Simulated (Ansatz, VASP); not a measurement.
## Be: VASP beside Ansatz

```
Be
1.0
     2.25487    0.00000    0.00000
    -1.12744    1.95278    0.00000
     0.00000    0.00000    3.55811
Be
2
Cartesian
  0.0000 1.3019 0.8895
  1.1274 0.6509 2.6686
```

Alike in both runs: functional PBEsol; k mesh 21 × 21 × 12; occupations gaussian, width 0.1 eV; no spin polarisation.

Ansatz relaxed the structure, and its values are those at the end. VASP's run is a single point on that final structure, the one shown.

```csv
,VASP,Ansatz
version,VASP 6.6.1,Ansatz 0.2.0
potentials or method,"VASP PAW PBE potentials, release 64 (Be), cutoff 600 eV","scalar-relativistic, plane waves, PAW"
valence electrons in the cell,4,4
```

VASP gave:

```
gap on the k mesh at the Fermi level (eV) : none
pressure (GPa)                            : 0.4
```

**Question.** What did Ansatz give for the same quantities?

**Answer.** gap on the k mesh at the Fermi level (eV): none; pressure (GPa): 0.0.

VASP's potentials were made for PBE, not for PBEsol. A gap of «none» marks a metal or a gap that the smearing closes. The functional is the same, so the differences come from potentials, cutoffs and numerics.
